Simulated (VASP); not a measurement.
# KF (I4/mmm) in VASP: notebook

KF is run at these levels: LDA; tasks: single point.

Program: VASP 6.6.1. These are calculated values, not measurements. Logs are shortened: lines on timing, memory, paths and dates and some standing lists are left out, and cuts for length are marked.

## 1. The cell of the first run

Symmetry: I4/mmm, No. 139, tetragonal system. The conventional cell has a = 3.970 Å, b = 3.970 Å, c = 5.347 Å, α = 90.00°, β = 90.00°, γ = 90.00°. Within 3.5 Å of K (site symmetry 4/mmm) lie 6 F at 2.67 to 2.81 Å. F (site symmetry 4/mmm) has 6 K at 2.67 to 2.81 Å within 3.5 Å.

## 2. Single point, LDA (strain +0.050 along x and y, +0.000 along z)

INCAR

```
ALGO = Normal
EDIFF = 1E-7
ENCUT = 520
ISIF = 2
ISMEAR = 0
LASPH = T
LCHARG = T
LELF = T
LREAL = F
LVHAR = T
LWAVE = F
NBANDS = 15
NELM = 80
PREC = Accurate
SIGMA = 0.05
```

KPOINTS

```
k-points
0
Gamma
  8 8 8
```

POSCAR

```
KF
1.0
    0.0000000000      2.8071750000      2.6735000000
    2.8071750000      0.0000000000      2.6735000000
    2.8071750000      2.8071750000      0.0000000000
K F
1 1
Direct
    0.0000000000      0.0000000000      0.0000000000
    0.5000000000      0.5000000000      0.5000000000
```

Potentials or basis: VASP PAW LDA potentials, release 64 (K_sv, F).

On the command line:

```
$ cat potpaw_LDA.64/K_sv/POTCAR potpaw_LDA.64/F/POTCAR > POTCAR
$ mpirun -np 1 vasp_std > vasp.out
```

OUTCAR:

```text
EDIFF = 1E-7
   ENCUT = 520
   ISIF = 2
   ISMEAR = 0
   LASPH = T
   LREAL = F
   NELM = 80
   PREC = Accurate

 ion  position               nearest neighbor table
   1  0.000  0.000  0.000-   2 2.67   2 2.67   2 2.81   2 2.81   2 2.81   2 2.81
   2  0.500  0.500  0.500-   1 2.67   1 2.67   1 2.81   1 2.81   1 2.81   1 2.81

  LATTYP: Found a body centered tetragonal cell.
 ALAT       =     3.9699449570
 C/A-ratio  =     1.3468700594

  Lattice vectors:

 A1 = (   0.0000000000,  -2.8071750000,  -2.6735000000)
 A2 = (   0.0000000000,   2.8071750000,  -2.6735000000)
 A3 = (   2.8071750000,   0.0000000000,   2.6735000000)

Analysis of symmetry for initial positions (statically):
=====================================================================
 Subroutine PRICEL returns:
 Original cell was already a primitive cell.

 Routine SETGRP: Setting up the symmetry group for a
 body centered tetragonal supercell.

 Subroutine GETGRP returns: Found 16 space group operations
 (whereof 16 operations were pure point group operations)
 out of a pool of 16 trial point group operations.

The static configuration has the point symmetry D_4h.

Analysis of symmetry for dynamics (positions and initial velocities):
=====================================================================
 Subroutine PRICEL returns:
 Original cell was already a primitive cell.

 Routine SETGRP: Setting up the symmetry group for a
 body centered tetragonal supercell.

 Subroutine GETGRP returns: Found 16 space group operations
 (whereof 16 operations were pure point group operations)
 out of a pool of 16 trial point group operations.

The dynamic configuration has the point symmetry D_4h.

 Subroutine INISYM returns: Found 16 space group operations
 (whereof 16 operations are pure point group operations),
 and found     1 'primitive' translations

----------------------------------------------------------------------------------------

                                     Primitive cell

  volume of cell :      42.1356

  direct lattice vectors                    reciprocal lattice vectors
     0.000000000  2.807175000  2.673500000    -0.178115009  0.178115009  0.187020759
     2.807175000  0.000000000  2.673500000     0.178115009 -0.178115009  0.187020759
     2.807175000  2.807175000  0.000000000     0.178115009  0.178115009 -0.187020759

  length of vectors
[... 86 lines left out ...]
   IBRION =     -1    ionic relax: 0-MD 1-quasi-New 2-CG
   NFREE  =      0    steps in history (QN), initial steepest desc. (CG)
   ISIF   =      2    stress and relaxation
   ISYM   =      2    0-nonsym 1-usesym 2-fastsym
   POTIM  = 0.5000    time-step for ionic-motion
   TEBEG  =    0.0;   TEEND  =   0.0 temperature during run
   PSTRESS=    0.0 pullay stress
   NELECT =      16.0000    total number of electrons
   NUPDOWN=      -1.0000    fix difference up-down
   EMIN   =  10.00;   EMAX   =-10.00  energy-range for DOS
   EFERMI =   0.00;   METHOD = LEGACY
   ISMEAR =     0;   SIGMA  =   0.05  broadening in eV -4-tet -1-fermi 0-gaus
   EFERMI_NEDOS =   21; number of points for ismear=-14 and -15
   IALGO  =     38    algorithm
   IMIX   =      4    mixing-type and parameters
     AMIX     =   0.40;   BMIX     =  1.00
     AMIX_MAG =   1.60;   BMIX_MAG =  1.00
  volume/ion in A,a.u.               =      21.07       142.17
  Fermi-wavevector in a.u.,A,eV,Ry     =   1.185491  2.240254 19.121493  1.405390
  Thomas-Fermi vector in A             =   2.321684
   LORBIT       =      0    0 simple, 1 ext, 2 COOP (PROOUT), +10 PAW based schemes
   GGA     = CA    functional components
   LHFCALC =     F    Hartree Fock is set to
   AEXX    =    0.0000 exact exchange contribution
   IVDW    =     0    specifies the selected vdW correction
   LEPSILON=     F    determine dielectric tensor
   LRPA    =     F    only Hartree local field effects (RPA)
 non-spin polarized calculation
 Gauss-broadening in eV      SIGMA  =   0.05
  energy-cutoff  :      520.00
  volume of cell :       42.14
 maximum number of plane-waves:      1158
 NGX is ok and might be reduce to    30
   NGX = 15   NGY = 15   NGZ = 15

 number of electron      16.0000002 magnetization

 Free energy of the ion-electron system (eV)
  ---------------------------------------------------
  ext. energy  EPLUGINS =         0.00000000
  ---------------------------------------------------
  free energy    TOTEN  =        -8.92254728 eV

  energy without entropy =       -8.92254728  energy(sigma->0) =       -8.92254728

 E-fermi :  -3.2224     XC(G=0):  -8.6623

 val. band max:       -3.4357844215   @ k =   0.0000   0.0000   0.0000
 cond. band min:       1.8444197359   @ k =   0.0000   0.0000   0.0000
 fundamental gap:      5.2802041574
 Fermi energy:        -3.2223851870

 k-point     1 :       0.0000    0.0000    0.0000
  band No.  band energies     occupation
      1     -29.3798      2.00000
      2     -21.6407      2.00000
      3     -12.9213      2.00000
      4     -12.9213      2.00000
      5     -12.9106      2.00000
      6      -3.4885      2.00000
      7      -3.4885      2.00000
      8      -3.4358      2.00000
      9       1.8444      0.00000
     10       6.6933      0.00000
     11       6.6933      0.00000
     12       6.9593      0.00000
     13       8.1406      0.00000
     14       8.6202      0.00000
[... 401 lines left out ...]
      2     -21.6758      2.00000
      3     -13.1109      2.00000
      4     -12.9847      2.00000
      5     -12.9572      2.00000
      6      -4.0133      2.00000
      7      -3.6925      2.00000
      8      -3.6396      2.00000
      9       4.2475      0.00000
     10       5.6982      0.00000
     11       7.7126      0.00000
     12       8.1151      0.00000
     13       9.1316      0.00000
     14       9.5953      0.00000
     15      12.6388      0.00000

 [... further k-points ...]
[... 5 lines left out ...]
  --------------------------------------------------------------------------------------
  -------------------------------------------------------------------------------------
  Total       -1.4576942     -1.4576942     -1.1664054      0.0000000     -0.0000000      0.0000000
  in kB      -55.4278249    -55.4278249    -44.3517704      0.0000000     -0.0000000      0.0000000
  external PRESSURE =     -51.7358067 kB  Pullay stress =       0.0000000 kB

 VOLUME and BASIS-vectors are now :
 -----------------------------------------------------------------------------
  energy-cutoff  :      520.00
  volume of cell :       42.14
      direct lattice vectors                 reciprocal lattice vectors
     0.000000000  2.807175000  2.673500000    -0.178115009  0.178115009  0.187020759
     2.807175000  0.000000000  2.673500000     0.178115009 -0.178115009  0.187020759
     2.807175000  2.807175000  0.000000000     0.178115009  0.178115009 -0.187020759

 POSITION                                       TOTAL-FORCE (eV/Angst)
 -----------------------------------------------------------------------------------
      0.00000      0.00000      0.00000        -0.000000      0.000000      0.000000
      2.80717      2.80717      2.67350         0.000000     -0.000000     -0.000000
 -----------------------------------------------------------------------------------
    total drift:                                0.000000      0.000000      0.000000

  FREE ENERGIE OF THE ION-ELECTRON SYSTEM (eV)
  ---------------------------------------------------
  free  energy   TOTEN  =        -8.9225472816 eV

  energy  without entropy=       -8.9225472816  energy(sigma->0) =       -8.92254728
```

OSZICAR:

```text
N       E                     dE             d eps       ncg     rms          rms(c)
DAV:   1     0.111259276596E+03    0.11126E+03   -0.79382E+03  1770   0.102E+03
DAV:   2    -0.519735141310E+01   -0.11646E+03   -0.10517E+03  2297   0.283E+02
DAV:   3    -0.100407802592E+02   -0.48434E+01   -0.48187E+01  2318   0.521E+01
DAV:   4    -0.101701858076E+02   -0.12941E+00   -0.12939E+00  2435   0.840E+00
DAV:   5    -0.101718613874E+02   -0.16756E-02   -0.16756E-02  2375   0.788E-01    0.598E+00
DAV:   6    -0.901422211890E+01    0.11576E+01   -0.34132E+00  1833   0.137E+01    0.360E+00
DAV:   7    -0.895351058456E+01    0.60712E-01   -0.89705E-02  2190   0.223E+00    0.210E+00
DAV:   8    -0.892220806588E+01    0.31303E-01   -0.52747E-02  2141   0.219E+00    0.209E-01
DAV:   9    -0.892231762985E+01   -0.10956E-03   -0.25914E-03  2078   0.451E-01    0.943E-02
DAV:  10    -0.892253666681E+01   -0.21904E-03   -0.23810E-04  2043   0.151E-01    0.533E-02
DAV:  11    -0.892254983207E+01   -0.13165E-04   -0.39484E-05  2310   0.659E-02    0.127E-02
DAV:  12    -0.892254719057E+01    0.26415E-05   -0.54516E-06  2316   0.256E-02    0.307E-03
DAV:  13    -0.892254728157E+01   -0.90996E-07   -0.26052E-07  2134   0.463E-03
   1 F= -.89225473E+01 E0= -.89225473E+01  d E =-.832965E-12
```

It took 21 s on 1 thread of Intel Xeon Platinum 8488C (Sapphire Rapids), shared host; peak memory 0.17 GiB.

What came out:

```yaml
Free_energy: -8.9225 eV
Pressure: -5.2 GPa
Band_gap_on_the_k_mesh: 5.28 eV, direct
```

Stress tensor (GPa, compression positive):
```
-5.54  0.00  0.00
 0.00 -5.54  0.00
 0.00  0.00 -4.44
```

Caveat: the cell differs from its parent crystal (strain +0.050 along x and y, +0.000 along z). A k mesh can miss the band edges.

## 3. Single point, LDA (strain -0.050 along x and y, +0.025 along z)

INCAR

```
ALGO     = Normal         # electronic algorithm
EDIFF    = 1E-7           # SCF threshold, eV
ENCUT    = 520            # plane-wave cutoff, eV
ISIF     = 2              # what is computed and relaxed
ISMEAR   = 0              # smearing method
LASPH    = True           # aspherical terms in the spheres
LCHARG   = False          # write CHGCAR
LREAL    = False          # projectors in reciprocal space
LWAVE    = False          # write WAVECAR
NBANDS   = 15             # bands
NELM     = 60             # most SCF steps
PREC     = Accurate       # precision mode
SIGMA    = 0.05           # smearing width, eV
```

KPOINTS is that of step 2.

POSCAR

```
KF
1.0
    0.0000000000      2.5398250000      2.7403375000
    2.5398250000      0.0000000000      2.7403375000
    2.5398250000      2.5398250000      0.0000000000
K F
1 1
Direct
    0.0000000000      0.0000000000      0.0000000000
    0.5000000000      0.5000000000      0.5000000000
```

Potentials or basis: VASP PAW LDA potentials, release 64 (K_sv, F).

On the command line:

```
$ cat potpaw_LDA.64/K_sv/POTCAR potpaw_LDA.64/F/POTCAR > POTCAR
$ mpirun -np 1 vasp_std > vasp.out
```

Wall time 28 s (1 thread of Intel Xeon Platinum 8488C (Sapphire Rapids), shared host); peak memory 0.15 GiB.

It converged, with:

```
Free energy            : -9.0429 eV
Pressure               : -0.3 GPa
Band gap on the k mesh : 6.10 eV, direct
```

Stress tensor (GPa, compression positive):
```
 1.28  0.00  0.00
 0.00  1.28  0.00
 0.00  0.00 -3.49
```

Levels at points of the mesh, in eV from the valence-band top:
| k point | band 5 | band 6 | band 7 | band 8 | band 9 | band 10 | band 11 | band 12 |
| --- | --- | --- | --- | --- | --- | --- | --- | --- |
| (0.00, 0.00, 0.00) | -8.89 | -0.14 | 0.00 | 0.00 | 6.10 | 10.35 | 10.86 | 10.86 |
| (0.50, 0.00, 0.00) | -8.87 | -1.00 | -0.51 | -0.50 | 9.01 | 10.70 | 12.08 | 12.55 |
| (0.50, 0.50, 0.00) | -9.11 | -0.36 | -0.03 | -0.03 | 8.08 | 10.53 | 11.47 | 13.99 |
| (0.50, 0.00, 0.50) | -9.14 | -0.19 | -0.12 | -0.01 | 7.82 | 10.51 | 12.16 | 13.93 |

Caveat: the cell differs from its parent crystal (strain -0.050 along x and y, +0.025 along z).
